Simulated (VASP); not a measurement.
Runs of VASP 6.6.1 on SnO2. The structure is that of space group P4_2/mnm (No. 136), or close to it. The cells are those of the table. 

```tsv
task	level	potentials or basis	cell	k mesh	cutoff (eV)	smearing	gap on the mesh (eV)	pressure (GPa)	relaxed volume (Å³/atom)
dielectric tensor	r2SCAN	VASP PAW PBE potentials, release 64 (Sn_d, O)	a = 4.761, b = 4.761, c = 3.200 Å, 6 atoms	4 × 4 × 6	520	gaussian 0.01 eV	1.79	-	-
relaxation of cell and atoms	PBE	VASP PAW PBE potentials, release 64 (Sn_d, O)	relaxed from a = 4.779, b = 4.779, c = 3.154 Å, 6 atoms	6 × 6 × 8	600	fermi-dirac 0.02 eV	0.64	0.0	12.61
relaxation of cell and atoms	LDA	VASP PAW LDA potentials, release 64 (Sn_d, O)	relaxed from a = 4.827, b = 4.827, c = 3.238 Å, 6 atoms	6 × 6 × 8	600	fermi-dirac 0.02 eV	(b)	0.0	(a)
relaxation of cell and atoms	PBEsol	VASP PAW PBE potentials, release 64 (Sn_d, O)	relaxed from a = 4.827, b = 4.827, c = 3.238 Å, 6 atoms	6 × 6 × 8	600	fermi-dirac 0.02 eV	0.89	0.0	12.20
```

Alike in all rows: no spin polarisation.

**Question.** Estimate the missing entries.

**Answer.** (a) 11.90; (b) 1.15.

Caveats: spin-orbit coupling is left out, which moves the levels of the heavy elements; the PAW data sets were made with another functional, which shifts forces and pressure a little (at least some runs).

A k mesh can miss the band edges, and the runs leave out spin-orbit coupling on Sn.
